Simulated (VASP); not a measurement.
# LiMgBN2 (I-4m2) in VASP: notebook, part 4 of 4

VASP 6.6.1. The steps go on from the part before.

## 6. Single point, PBEsol (atoms shifted along a free coordinate)

File INCAR:

```
SYSTEM = LiMgBN2
PREC = Accurate
ENCUT = 520
EDIFF = 1E-6
ISMEAR = 0
SIGMA = 0.05
LREAL = .FALSE.
LASPH = .TRUE.
NELM = 60
ALGO = Normal
ISIF = 2
LWAVE = .FALSE.
LCHARG = .TRUE.
GGA = PS
LELF = .TRUE.
LVHAR = .TRUE.
NBANDS = 17
```

File KPOINTS:

```
Automatic mesh
0
G
  8 8 8
  0 0 0
```

File POSCAR:

```
LiMgBN2
1.0
   -1.9324005310      1.9324005310      4.5247650217
    1.9324005310     -1.9324005310      4.5247650217
    1.9324005310      1.9324005310     -4.5247650217
Li Mg B N
1 1 1 2
Direct
    0.2500000000      0.7500000000      0.5000000000
    0.7500000000      0.2500000000      0.5000000000
    0.5000000000      0.5000000000      0.0000000000
    0.6699362387      0.6699362387      0.0000000000
    0.3300637613      0.3300637613      0.0000000000
```

Potentials or basis: VASP PAW PBE potentials, release 64 (Li_sv, Mg, B, N).

Started as:

```bash
$ cat potpaw_PBE.64/Li_sv/POTCAR potpaw_PBE.64/Mg/POTCAR potpaw_PBE.64/B/POTCAR potpaw_PBE.64/N/POTCAR > POTCAR
$ mpirun -np 1 vasp_std > vasp.out
```

OUTCAR:

```text
SYSTEM = LiMgBN2
   PREC = Accurate
   ENCUT = 520
   EDIFF = 1E-6
   ISMEAR = 0
   LREAL = .FALSE.
   LASPH = .TRUE.
   NELM = 60
   ISIF = 2
   GGA = PS

 ion  position               nearest neighbor table
   1  0.250  0.750  0.500-   5 2.06   4 2.06   5 2.06   4 2.06   2 2.73   2 2.73   2 2.73   2 2.73

   2  0.750  0.250  0.500-   5 2.06   4 2.06   5 2.06   4 2.06   1 2.73   1 2.73   1 2.73   1 2.73

   3  0.500  0.500  0.000-   4 1.54   5 1.54
   4  0.670  0.670  0.000-   3 1.54   2 2.06   1 2.06   1 2.06   2 2.06
   5  0.330  0.330  0.000-   3 1.54   2 2.06   1 2.06   1 2.06   2 2.06

  LATTYP: Found a body centered tetragonal cell.
 ALAT       =     3.8648010620
 C/A-ratio  =     2.3415254494

  Lattice vectors:

 A1 = (  -1.9324005310,   1.9324005310,   4.5247650217)
 A2 = (   1.9324005310,  -1.9324005310,   4.5247650217)
 A3 = (   1.9324005310,   1.9324005310,  -4.5247650217)

Analysis of symmetry for initial positions (statically):
=====================================================================
 Subroutine PRICEL returns:
 Original cell was already a primitive cell.

 Routine SETGRP: Setting up the symmetry group for a
 body centered tetragonal supercell.

 Subroutine GETGRP returns: Found  8 space group operations
 (whereof  8 operations were pure point group operations)
[... 172 lines left out ...]
 val. band max:        0.7090973158   @ k =   0.5000   0.5000   0.5000
 cond. band min:       2.6926528127   @ k =   0.0000   0.0000   0.0000
 fundamental gap:      1.9835554969
 Fermi energy:         1.0551821931

 k-point     1 :       0.0000    0.0000    0.0000
  band No.  band energies     occupation
      1     -41.9338      2.00000
      2     -13.1165      2.00000
      3     -11.9279      2.00000
      4      -4.1673      2.00000
      5      -1.8595      2.00000
      6      -1.1457      2.00000
[... 457 lines left out ...]
      4      -3.8324      2.00000
      5      -3.1135      2.00000
      6      -2.0975      2.00000
[... 9 lines left out ...]
     16      10.9308      0.00000
     17      11.5916      0.00000

 [... further k-points ...]
[... 5 lines left out ...]
  --------------------------------------------------------------------------------------
  -------------------------------------------------------------------------------------
  Total        0.6549660      0.6549660    -17.7562179      0.0000000      0.0000000      0.0000000
  in kB       15.5266952     15.5266952   -420.9308235      0.0000000      0.0000000      0.0000000
  external PRESSURE =    -129.9591443 kB  Pullay stress =       0.0000000 kB

 VOLUME and BASIS-vectors are now :
 -----------------------------------------------------------------------------
  energy-cutoff  :      520.00
  volume of cell :       67.59
      direct lattice vectors                 reciprocal lattice vectors
    -1.932400531  1.932400531  4.524765022     0.000000000  0.258745530  0.110502976
     1.932400531 -1.932400531  4.524765022     0.258745530  0.000000000  0.110502976
     1.932400531  1.932400531 -4.524765022     0.258745530  0.258745530  0.000000000

 POSITION                                       TOTAL-FORCE (eV/Angst)
 -----------------------------------------------------------------------------------
      1.93240     -0.00000      2.26238         0.000000     -0.000000      0.000000
     -0.00000      1.93240      2.26238         0.000000     -0.000000     -0.000000
      0.00000      0.00000      4.52477         0.000000     -0.000000     -0.000000
      0.00000      0.00000      6.06261        -0.000000      0.000000     -6.350912
      0.00000      0.00000      2.98692        -0.000000      0.000000      6.350912
 -----------------------------------------------------------------------------------
    total drift:                                0.000000     -0.000000     -0.000000

  FREE ENERGIE OF THE ION-ELECTRON SYSTEM (eV)
  ---------------------------------------------------
  free  energy   TOTEN  =       -31.2374001066 eV

  energy  without entropy=      -31.2374001066  energy(sigma->0) =      -31.23740011
```

OSZICAR:

```text
N       E                     dE             d eps       ncg     rms          rms(c)
DAV:   1     0.791695657267E+02    0.79170E+02   -0.80427E+03  2006   0.982E+02
DAV:   2    -0.268088368560E+02   -0.10598E+03   -0.98626E+02  2655   0.216E+02
DAV:   3    -0.363904540529E+02   -0.95816E+01   -0.95374E+01  3312   0.612E+01
DAV:   4    -0.365819578485E+02   -0.19150E+00   -0.19113E+00  2937   0.779E+00
DAV:   5    -0.365881904761E+02   -0.62326E-02   -0.62310E-02  2968   0.124E+00    0.119E+01
DAV:   6    -0.315940318363E+02    0.49942E+01   -0.17336E+01  2549   0.237E+01    0.495E+00
DAV:   7    -0.313609388982E+02    0.23309E+00   -0.10146E+00  2453   0.696E+00    0.292E+00
DAV:   8    -0.312355592527E+02    0.12538E+00   -0.25901E-01  2468   0.323E+00    0.464E-01
DAV:   9    -0.312333409126E+02    0.22183E-02   -0.14049E-02  3019   0.750E-01    0.282E-01
DAV:  10    -0.312368856521E+02   -0.35447E-02   -0.29192E-03  2192   0.366E-01    0.860E-02
DAV:  11    -0.312373242914E+02   -0.43864E-03   -0.63184E-04  2455   0.139E-01    0.256E-02
DAV:  12    -0.312373923879E+02   -0.68097E-04   -0.99800E-05  2310   0.626E-02    0.167E-02
DAV:  13    -0.312373988859E+02   -0.64979E-05   -0.20086E-05  2625   0.267E-02    0.375E-03
DAV:  14    -0.312374000410E+02   -0.11551E-05   -0.22009E-06  2349   0.850E-03    0.222E-03
DAV:  15    -0.312374001066E+02   -0.65595E-07   -0.25002E-07  2108   0.319E-03
   1 F= -.31237400E+02 E0= -.31237400E+02  d E =-.171849E-24
```

stdout:

```text
POSCAR found type information on POSCAR LiMgB N
 POSCAR found :  4 types and       5 ions
 scaLAPACK will be used
 -----------------------------------------------------------------------------
|                                                                             |
|                                                                             |
|     You enforced a specific xc type in the INCAR file but a different       |
|     I HOPE YOU KNOW WHAT YOU ARE DOING!                                     |
|                                                                             |
 -----------------------------------------------------------------------------

 LDA part: xc-table for (Slater+PW92), standard interpolation
 POSCAR, INCAR and KPOINTS ok, starting setup
 FFT: planning ... GRIDC
 FFT: planning ... GRID_SOFT
 FFT: planning ... GRID
 WAVECAR not read
 entering main loop
```

Wall time 47 s (1 thread of Intel Xeon 6975P-C (Granite Rapids), shared host); peak memory 0.28 GiB.

What came out:

* Free energy: -31.2374 eV
* Largest force: 6.351 eV/Å
* Band gap on the k mesh: 1.98 eV (least direct gap 3.28 eV)

Forces on the atoms (eV/Å):
```
Li   0.000  0.000  0.000
Mg   0.000  0.000  0.000
B    0.000  0.000  0.000
N    0.000  0.000 -6.351
N    0.000  0.000  6.351
```

Caveat: the cell differs from its parent crystal (atoms shifted along a free coordinate); the cutoff is under 1.25 times the usual one of these potentials, so pressure, stress and relaxed cells hold a basis-set (Pulay) error; the PAW data sets were made with another functional, which shifts forces and pressure a little.

## 7. Summary

```tsv
cell	gap on the mesh (eV)	largest force (eV/Å)
a = 5.168 Å, angles 137.1, 137.1, 62.3°, 5 atoms, atomic positions A	2.66	5.89
a = 5.168 Å, angles 137.1, 137.1, 62.3°, 5 atoms, atomic positions B	2.35	3.84
a = 5.168 Å, angles 137.1, 137.1, 62.3°, 5 atoms, atomic positions C	2.53	0.02
a = 5.286 Å, angles 137.1, 137.1, 62.3°, 5 atoms, atomic positions C	2.36	1.03
a = 5.286 Å, angles 137.1, 137.1, 62.3°, 5 atoms, atomic positions D	1.98	6.35
```

Alike in all rows: task single point; level PBEsol; potentials or basis VASP PAW PBE potentials, release 64 (Li_sv, Mg, B, N); no spin polarisation; k mesh 8 × 8 × 8; cutoff (eV) 520; smearing gaussian 0.05 eV.

Caveats: the cutoff is under 1.25 times the usual one of these potentials, so pressure, stress and relaxed cells hold a basis-set (Pulay) error; the PAW data sets were made with another functional, which shifts forces and pressure a little.

Total energies depend on the potentials used, so only differences within one code and one set of settings carry meaning.
